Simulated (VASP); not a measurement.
# Sn7Te9 (a cell with a defect): single point with r2SCAN

System: Sn7Te9 (a cell with a defect).

```xyz
16
Lattice="0.0000 7.2223 7.2223 7.2223 0.0000 7.2223 7.2223 7.2223 0.0000" Properties=species:S:1:pos:R:3 pbc="T T T"
Te    0.0000    0.0000    0.0000
Te    5.4167    5.4167    5.4167
Te    9.0279    9.0279    5.4167
Te    9.0279    5.4167    9.0279
Te   12.6390    9.0279    9.0279
Te    5.4167    9.0279    9.0279
Te    9.0279   12.6390    9.0279
Te    9.0279    9.0279   12.6390
Te   12.6390   12.6390   12.6390
Sn    3.6111    3.6111    0.0000
Sn    3.6111    0.0000    3.6111
Sn    7.2223    3.6111    3.6111
Sn    0.0000    3.6111    3.6111
Sn    3.6111    7.2223    3.6111
Sn    3.6111    3.6111    7.2223
Sn    7.2223    7.2223    7.2223
```

```yaml
Program: VASP 6.6.1
Task: single point
Functional: r2SCAN
Potentials_or_basis: VASP PAW PBE potentials, release 64 (Te, Sn_d)
Cutoff: 440 eV
k_mesh: 2 × 2 × 2
Occupations: fermi-dirac, width 0.05 eV
Spin: no spin polarisation
Dipole_correction: no
Further_INCAR_settings: ALGO = Normal; EDIFF = 1e-06; NBANDS = 90
```

```json
{"Pressure": "-1.0 GPa", "Largest force": "0.077 eV/Å", "Band gap on the k mesh": "zero (bands 76 and 77 overlap by 0.27 eV)"}
```

Forces on the atoms (eV/Å):
```
Te   0.000  0.000  0.000
Te   0.002  0.002  0.002
Te  -0.002 -0.002  0.002
Te  -0.002  0.002 -0.002
Te   0.003 -0.003 -0.003
Te   0.002 -0.002 -0.002
Te  -0.003  0.003 -0.003
Te  -0.003 -0.003  0.003
Te   0.003  0.003  0.003
Sn   0.000  0.000 -0.077
Sn   0.000 -0.077  0.000
Sn   0.077  0.000  0.000
Sn  -0.077  0.000  0.000
Sn   0.000  0.077  0.000
Sn   0.000  0.000  0.077
Sn   0.000  0.000  0.000
```

Levels at points of the mesh, in eV from the Fermi level:
```tsv
k point	band 73	band 74	band 75	band 76	band 77	band 78	band 79	band 80
(0.00, 0.00, 0.00)	-1.00	-0.79	-0.79	-0.31	-0.31	-0.31	0.64	0.64
(0.50, 0.00, 0.00)	-0.84	-0.78	-0.78	-0.04	0.34	0.34	1.17	1.17
(0.50, 0.50, 0.00)	-1.03	-0.23	-0.20	-0.06	0.32	0.32	0.39	1.33
```

Run time: 13 min on 1 thread of Intel(R) Xeon(R) 6975P-C (Granite Rapids), on a shared host, peak memory 0.79 GiB.

Caveat: the k points lie up to 0.38 Å⁻¹ apart; the PAW data sets were made with another functional, which shifts forces and pressure a little; spin-orbit coupling is left out, which moves the levels of the heavy elements.
